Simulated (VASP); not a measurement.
# Ti in VASP: relaxation of the atoms with LDA

Aim: the relaxation of the atoms of Ti with LDA.

Everything below comes from runs of VASP 6.6.1. Logs are shortened: lines on timing, memory, paths and dates and some standing lists are left out, and cuts for length are marked.

## (1) The cell of the first run

The cell holds a slab with vacuum, 6 atoms: a = 2.864 Å, b = 2.864 Å, c = 26.337 Å, α = 90.00°, β = 90.00°, γ = 120.00°.

## (2) Relaxation of the atoms, LDA

Contents of INCAR:

```
SYSTEM = Ti
PREC = Accurate ; ENCUT = 520
EDIFF = 1E-6 ; ISMEAR = 0
SIGMA = 0.1 ; LREAL = .False.
LASPH = .True. ; NELM = 100
ALGO = Normal ; ISIF = 2
LWAVE = .False. ; LCHARG = .False.
LDIPOL = .True. ; IDIPOL = 3
DIPOL = 0.5 0.5 0.500 ; GGA = CA
IBRION = 2 ; NSW = 80
EDIFFG = -0.02
```

Contents of KPOINTS:

```
regular mesh
0
Gamma
  12 12 1
  0 0 0
```

Contents of POSCAR:

```
Ti
1.0
    2.8639388196      0.0000000000      0.0000000000
   -1.4319694098      2.4802437726      0.0000000000
    0.0000000000      0.0000000000     26.3373195994
Ti
6
Direct
    0.6666666667      0.3333333333      0.2847670194
    0.3333333333      0.6666666667      0.3708602116
    0.6666666667      0.3333333333      0.4569534039
    0.3333333333      0.6666666667      0.5430465961
    0.6666666667      0.3333333333      0.6291397884
    0.3333333333      0.6666666667      0.7152329806
```

Potentials or basis: VASP PAW LDA potentials, release 64 (Ti_sv).

Command:

```
$ cat potpaw_LDA.64/Ti_sv/POTCAR > POTCAR
$ mpirun -np 1 vasp_std > vasp.out
```

OUTCAR:

```text
SYSTEM = Ti
   PREC = Accurate
   ENCUT = 520
   EDIFF = 1E-6
   ISMEAR = 0
   LREAL = .False.
   LASPH = .True.
   NELM = 100
   ISIF = 2
   GGA = CA
   IBRION = 2
   NSW = 80
   EDIFFG = -0.02

 ion  position               nearest neighbor table
   1  0.667  0.333  0.285-   2 2.81   2 2.81   2 2.81
   2  0.333  0.667  0.371-   1 2.81   1 2.81   1 2.81   3 2.81   3 2.81   3 2.81
   3  0.667  0.333  0.457-   4 2.81   4 2.81   4 2.81   2 2.81   2 2.81   2 2.81
   4  0.333  0.667  0.543-   3 2.81   3 2.81   3 2.81   5 2.81   5 2.81   5 2.81
   5  0.667  0.333  0.629-   6 2.81   6 2.81   6 2.81   4 2.81   4 2.81   4 2.81
   6  0.333  0.667  0.715-   5 2.81   5 2.81   5 2.81

  LATTYP: Found a hexagonal cell.
 ALAT       =     2.8639388196
 C/A-ratio  =     9.1961879280

  Lattice vectors:

 A1 = (   2.8639388196,   0.0000000000,   0.0000000000)
 A2 = (  -1.4319694098,   2.4802437726,   0.0000000000)
 A3 = (   0.0000000000,   0.0000000000,  26.3373195994)

Analysis of symmetry for initial positions (statically):
=====================================================================
 Subroutine PRICEL returns:
 Original cell was already a primitive cell.

 Routine SETGRP: Setting up the symmetry group for a
 hexagonal supercell.

 Subroutine GETGRP returns: Found 12 space group operations
 (whereof 12 operations were pure point group operations)
 out of a pool of 24 trial point group operations.

The static configuration has the point symmetry D_3d.

Analysis of symmetry for dynamics (positions and initial velocities):
=====================================================================
 Subroutine PRICEL returns:
 Original cell was already a primitive cell.

 Routine SETGRP: Setting up the symmetry group for a
 hexagonal supercell.

 Subroutine GETGRP returns: Found 12 space group operations
 (whereof 12 operations were pure point group operations)
 out of a pool of 24 trial point group operations.

The dynamic configuration has the point symmetry D_3d.

 Subroutine INISYM returns: Found 12 space group operations
 (whereof 12 operations are pure point group operations),
 and found     1 'primitive' translations

----------------------------------------------------------------------------------------

                                     Primitive cell

  volume of cell :     187.0810

  direct lattice vectors                    reciprocal lattice vectors
     2.863938820  0.000000000  0.000000000     0.349169470  0.201593088  0.000000000
    -1.431969410  2.480243773  0.000000000     0.000000000  0.403186175  0.000000000
     0.000000000  0.000000000 26.337319599     0.000000000  0.000000000  0.037968936

  length of vectors
     2.863938820  2.863938820 26.337319599     0.403186175  0.403186175  0.037968936

  position of ions in fractional coordinates (direct lattice)
     0.666666667  0.333333333  0.284767019
     0.333333333  0.666666667  0.370860212
     0.666666667  0.333333333  0.456953404
     0.333333333  0.666666667  0.543046596
     0.666666667  0.333333333  0.629139788
     0.333333333  0.666666667  0.715232981

  ion indices of the primitive-cell ions
   primitive index   ion index
                 1           1
                 2           2
                 3           3
                 4           4
                 5           5
                 6           6

----------------------------------------------------------------------------------------

 KPOINTS: regular mesh

Automatic generation of k-mesh.
 Grid dimensions read from file:
 generate k-points for:   12   12    1

 Generating k-lattice:

  Cartesian coordinates                     Fractional coordinates (reciprocal lattice)
     0.029097456  0.016799424  0.000000000     0.083333333  0.000000000  0.000000000
     0.000000000  0.033598848  0.000000000     0.000000000  0.083333333  0.000000000
     0.000000000  0.000000000  0.037968936     0.000000000  0.000000000  1.000000000

  Length of vectors
     0.033598848  0.033598848  0.037968936

  Shift w.r.t. Gamma in fractional coordinates (k-lattice)
     0.000000000  0.000000000  0.000000000

 Subroutine IBZKPT returns following result:
 ===========================================

 Found     19 irreducible k-points:

 Following reciprocal coordinates:
            Coordinates               Weight
  0.000000  0.000000  0.000000      1.000000
  0.083333  0.000000  0.000000      6.000000
  0.166667  0.000000  0.000000      6.000000
  0.250000 -0.000000  0.000000      6.000000
  0.333333 -0.000000  0.000000      6.000000
  0.416667  0.000000  0.000000      6.000000
[... 11 lines left out ...]
  0.333333  0.250000  0.000000     12.000000
  0.333333  0.333333  0.000000      2.000000
   k-points           NKPTS =     19   k-points in BZ     NKDIM =     19   number of bands    NBANDS=     43
   number of dos      NEDOS =    301   number of ions     NIONS =      6
   total plane-waves  NPLWV = 112896
   dimension x,y,z NGX =    24 NGY =   24 NGZ =  196
   dimension x,y,z NGXF=    48 NGYF=   48 NGZF=  392
   ions per type =               6
   NGX,Y,Z   is equivalent  to a cutoff of  13.93, 13.93, 12.37 a.u.
   NGXF,Y,Z  is equivalent  to a cutoff of  27.86, 27.86, 24.74 a.u.
 SYSTEM =  Ti
   PREC   = accura    normal or accurate (medium, high low for compatibility)
   ISTART =      0    job   : 0-new  1-cont  2-samecut
   ICHARG =      2    charge: 1-file 2-atom 10-const
   ISPIN  =      1    spin polarized calculation?
   LNONCOLLINEAR =      F non collinear calculations
   LSORBIT =      F    spin-orbit coupling
   LASPH  =      T    aspherical Exc in radial PAW
   ENCUT  =  520.0 eV  38.22 Ry    6.18 a.u.   5.33  5.33 48.97*2*pi/ulx,y,z
   NELM   =    100;   NELMIN=  2; NELMDL= -5     # of ELM steps
   EDIFF  = 0.1E-05   stopping-criterion for ELM
   LREAL  =      F    real-space projection
   EDIFFG = -.2E-01   stopping-criterion for IOM
   NSW    =     80    number of steps for IOM
   IBRION =      2    ionic relax: 0-MD 1-quasi-New 2-CG
   NFREE  =      1    steps in history (QN), initial steepest desc. (CG)
   ISIF   =      2    stress and relaxation
   ISYM   =      2    0-nonsym 1-usesym 2-fastsym
   POTIM  = 0.5000    time-step for ionic-motion
   TEBEG  =    0.0;   TEEND  =   0.0 temperature during run
   PSTRESS=    0.0 pullay stress
   NELECT =      72.0000    total number of electrons
   NUPDOWN=      -1.0000    fix difference up-down
   EMIN   =  10.00;   EMAX   =-10.00  energy-range for DOS
   EFERMI =   0.00;   METHOD = LEGACY
   ISMEAR =     0;   SIGMA  =   0.10  broadening in eV -4-tet -1-fermi 0-gaus
   EFERMI_NEDOS =   21; number of points for ismear=-14 and -15
   IALGO  =     38    algorithm
   IMIX   =      4    mixing-type and parameters
     AMIX     =   0.40;   BMIX     =  1.00
     AMIX_MAG =   1.60;   BMIX_MAG =  1.00
  volume/ion in A,a.u.               =      31.18       210.41
  Fermi-wavevector in a.u.,A,eV,Ry     =   1.190810  2.250304 19.293445  1.418028
  Thomas-Fermi vector in A             =   2.326886
   LORBIT       =      0    0 simple, 1 ext, 2 COOP (PROOUT), +10 PAW based schemes
   GGA     = CA    functional components
   LHFCALC =     F    Hartree Fock is set to
   AEXX    =    0.0000 exact exchange contribution
   IVDW    =     0    specifies the selected vdW correction
   LEPSILON=     F    determine dielectric tensor
   LRPA    =     F    only Hartree local field effects (RPA)
 conjugate gradient relaxation of ions
 non-spin polarized calculation
 Gauss-broadening in eV      SIGMA  =   0.10
  energy-cutoff  :      520.00
  volume of cell :      187.08
 maximum number of plane-waves:      5089
 NGX is ok and might be reduce to    24
   NGX = 11   NGY = 11   NGZ = 97

--------------------------------------- Ionic step        1  -------------------------------------------

 number of electron      72.0000009 magnetization

 Free energy of the ion-electron system (eV)
  ---------------------------------------------------
  ext. energy  EPLUGINS =         0.00000000
  ---------------------------------------------------
  free energy    TOTEN  =       -49.23748208 eV

  energy without entropy =      -49.18932548  energy(sigma->0) =      -49.21340378

------------------------ aborting loop because EDIFF is reached ----------------------------------------

  FORCE on cell =-STRESS in cart. coord.  units (eV):
  Direction    XX          YY          ZZ          XY          YZ          ZX
  --------------------------------------------------------------------------------------
  -------------------------------------------------------------------------------------
  Total       -2.0720102     -2.0720102     -2.2891391      0.0000000      0.0000000      0.0000000
  in kB      -17.7448687    -17.7448687    -19.6043786      0.0000000      0.0000000      0.0000000
  external PRESSURE =     -18.3647053 kB  Pullay stress =       0.0000000 kB
[... 227 lines left out ...]
--------------------------------------- Ionic step        7  -------------------------------------------

 number of electron      72.0000014 magnetization

 dipolmoment           0.000000      0.000000      0.000000 electrons x Angstroem

------------------------ aborting loop because EDIFF is reached ----------------------------------------

  FORCE on cell =-STRESS in cart. coord.  units (eV):
  Direction    XX          YY          ZZ          XY          YZ          ZX
  --------------------------------------------------------------------------------------
  -------------------------------------------------------------------------------------
  Total       -1.0896993     -1.0896993     -0.4850822      0.0000000      0.0000000      0.0000000
  in kB       -9.3322760     -9.3322760     -4.1542848      0.0000000      0.0000000      0.0000000
  external PRESSURE =      -7.6062789 kB  Pullay stress =       0.0000000 kB
[... 27 lines left out ...]
--------------------------------------- Ionic step        8  -------------------------------------------

 number of electron      72.0000013 magnetization

 dipolmoment           0.000000      0.000000     -0.000000 electrons x Angstroem

 Free energy of the ion-electron system (eV)
  ---------------------------------------------------
  ext. energy  EPLUGINS =         0.00000000
  ---------------------------------------------------
  free energy    TOTEN  =       -49.34299313 eV

  energy without entropy =      -49.30526634  energy(sigma->0) =      -49.32412974

 E-fermi :   2.4822     XC(G=0):  -7.0288

 val. band max:        2.4259165597   @ k =   0.3333   0.1667   0.0000
 cond. band min:       2.4969383536   @ k =   0.1667   0.0000   0.0000
 fundamental gap:      0.0710217939
 Fermi energy:         2.4822396025

 k-point     1 :       0.0000    0.0000    0.0000
  band No.  band energies     occupation
      1     -53.6304      2.00000
      2     -53.6296      2.00000
      3     -53.5389      2.00000
      4     -53.4461      2.00000
      5     -53.3537      2.00000
      6     -53.3441      2.00000
[... 863 lines left out ...]
     42       2.7702      0.00005
     43       2.7702      0.00005

------------------------ aborting loop because EDIFF is reached ----------------------------------------

 vacuum level on the upper side and lower side of the slab       (xc-potential included)        -0.008        -0.008

  FORCE on cell =-STRESS in cart. coord.  units (eV):
  Direction    XX          YY          ZZ          XY          YZ          ZX
  --------------------------------------------------------------------------------------
  -------------------------------------------------------------------------------------
  Total       -0.9414390     -0.9414390     -0.1693334      0.0000000      0.0000000      0.0000000
  in kB       -8.0625621     -8.0625621     -1.4501857      0.0000000      0.0000000      0.0000000
  external PRESSURE =      -5.8584366 kB  Pullay stress =       0.0000000 kB
[... 21 lines left out ...]
  FREE ENERGIE OF THE ION-ELECTRON SYSTEM (eV)
  ---------------------------------------------------
  free  energy   TOTEN  =       -49.3429931334 eV

  energy  without entropy=      -49.3052663394  energy(sigma->0) =      -49.32412974

 reached required accuracy - stopping structural energy minimisation

 vacuum level on the upper side and lower side of the slab         7.119         7.119
```

Wall time 10 min (1 thread of Intel Xeon 6975P-C (Granite Rapids), shared host); peak memory 0.3 GiB.

What came out:

| Quantity | Value |
| --- | --- |
| Free energy | -49.3430 eV |
| Energy gained by relaxing | 17.6 meV/atom |
| Ionic steps | 8 |
| Largest force after relaxing | 0.012 eV/Å |
| Band gap on the k mesh | zero (bands 36 and 37 overlap by 0.98 eV) |

Forces in eV/Å, atoms in the order of the input:
```
Ti   0.000  0.000  0.006
Ti   0.000  0.000  0.012
Ti   0.000  0.000 -0.002
Ti   0.000  0.000  0.002
Ti   0.000  0.000 -0.012
Ti   0.000  0.000 -0.006
```

Step by step:
```tsv
step	energy change (eV)	largest force (eV/Å)	pressure (GPa)
1	0.0000	0.6424	-1.84
2	-0.0617	0.4230	-1.54
3	-0.1018	0.0650	-0.90
4	-0.1018	0.0574	-0.94
5	-0.1025	0.0482	-0.91
6	-0.1035	0.0511	-0.81
7	-0.1043	0.0376	-0.76
8	-0.1055	0.0116	-0.59
```

Final structure:
```xyz
6
Lattice="2.8639 0.0000 0.0000 -1.4320 2.4802 0.0000 0.0000 0.0000 26.3373" Properties=species:S:1:pos:R:3 pbc="T T T"
Ti    1.4320    0.8267    7.6062
Ti    0.0000    1.6535    9.7189
Ti    1.4320    0.8267   12.0429
Ti    0.0000    1.6535   14.2944
Ti    1.4320    0.8267   16.6184
Ti    0.0000    1.6535   18.7312
```

The gap in the log of VASP goes by the Fermi energy; the results here count the filled bands.